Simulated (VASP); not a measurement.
Set up this calculation in VASP 6.6.1, as the native input.

```yaml
Task: single point
Functional: r2SCAN
Potentials_or_basis: VASP PAW PBE potentials, release 64 (Cd, S)
Cutoff: 520 eV
k_mesh: 12 × 12 × 4
Occupations: gaussian, width 0.05 eV
Spin: no spin polarisation
Dipole_correction: no
Further_INCAR_settings: ALGO = Normal; EDIFF = 1e-07; NBANDS = 26
```

Crystal: CdS.

```xyz
4
Lattice="3.9281 0.0000 0.0000 -1.9640 3.4018 0.0000 0.0000 0.0000 7.0865" Properties=species:S:1:pos:R:3 pbc="T T T"
Cd    0.0000    2.2679    0.0000
Cd    1.9640    1.1339    3.5432
S     0.0000    2.2679    2.7283
S     1.9640    1.1339    6.2715
```

This cell differs from its parent crystal: strain -0.050 along x and y, +0.050 along z.

One way to write it, as run:

POSCAR

```
CdS
1.0
    3.9280592432      0.0000000000      0.0000000000
   -1.9640296216      3.4017990922      0.0000000000
    0.0000000000      0.0000000000      7.0864500000
Cd S
2 2
Direct
    0.3333333333      0.6666666667      0.0000000000
    0.6666666667      0.3333333333      0.5000000000
    0.3333333333      0.6666666667      0.3850000000
    0.6666666667      0.3333333333      0.8850000000
```

INCAR.step1

```
SYSTEM = CdS
PREC = Accurate ; ENCUT = 520
ISMEAR = 0 ; SIGMA = 0.05
LREAL = .False. ; LASPH = .True.
NELM = 100 ; NBANDS = 26
GGA = PE ; ALGO = Normal
EDIFF = 1E-4 ; LWAVE = .True.
LCHARG = .False.
```

INCAR.step2

```
SYSTEM = CdS
PREC = Accurate ; ENCUT = 520
EDIFF = 1E-7 ; ISMEAR = 0
SIGMA = 0.05 ; LREAL = .False.
LASPH = .True. ; NELM = 100
ALGO = Normal ; ISIF = 2
LWAVE = .False. ; LCHARG = .False.
METAGGA = R2SCAN ; LMIXTAU = .True.
NBANDS = 26 ; ISTART = 1
```

KPOINTS

```
Automatic mesh
0
Gamma
  12 12 4
  0 0 0
```

Potentials or basis: VASP PAW PBE potentials, release 64 (Cd, S).

Command:

```sh
$ cat potpaw_PBE.64/Cd/POTCAR potpaw_PBE.64/S/POTCAR > POTCAR
$ cp INCAR.step1 INCAR
$ mpirun -np 1 vasp_std > vasp.out
$ cp INCAR.step2 INCAR
$ mpirun -np 1 vasp_std > vasp.out
```

It gave:

| Item | Value |
| --- | --- |
| Pressure | 7.6 GPa |
| Largest force | 1.020 eV/Å |
| Band gap on the k mesh | 1.58 eV |

Caveat: the cell differs from its parent crystal (strain -0.050 along x and y, +0.050 along z); the cell stands under pressure; the PAW data sets were made with another functional, which shifts forces and pressure a little.

Run time: 15 min on 1 thread of Intel Xeon 8259CL, on a shared host, peak memory 0.3 GiB.
